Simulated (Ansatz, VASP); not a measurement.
**CoSi in VASP and in Ansatz**

```
Co Si
1.0
     0.00000    2.31524    2.31524
     2.31524    0.00000    2.31524
     2.31524    2.31524    0.00000
Co Si
1 1
Cartesian
  0.0000 0.0000 0.0000
  2.3152 2.3152 2.3152
```

Alike in both runs: functional r2SCAN; k mesh 14 × 14 × 14; occupations fermi-dirac, width 0.1 eV; no spin polarisation.

Ansatz relaxed the structure, and its values are those at the end. VASP's run is a single point on that final structure, the one shown.

|  | VASP | Ansatz |
| --- | --- | --- |
| version | VASP 6.6.1 | Ansatz 0.2.0 |
| potentials or method | VASP PAW PBE potentials, release 64 (Co, Si) | PAW with Ansatz's default frozen-core files, scalar-relativistic |
| plane-wave cutoff (eV) | 660 | 500 |
| valence electrons in the cell | 13 | 21 |

|  | VASP | Ansatz | Ansatz less VASP |
| --- | --- | --- | --- |
| pressure (GPa) | -0.1 | 0.0 | +0.13 |

VASP's potentials were made for PBE, not for r2SCAN. The functional is the same, so the differences come from potentials, cutoffs and numerics. VASP's potentials hold 13 valence electrons a cell and Ansatz's 21, so a difference there can come from the potentials and not from the codes.
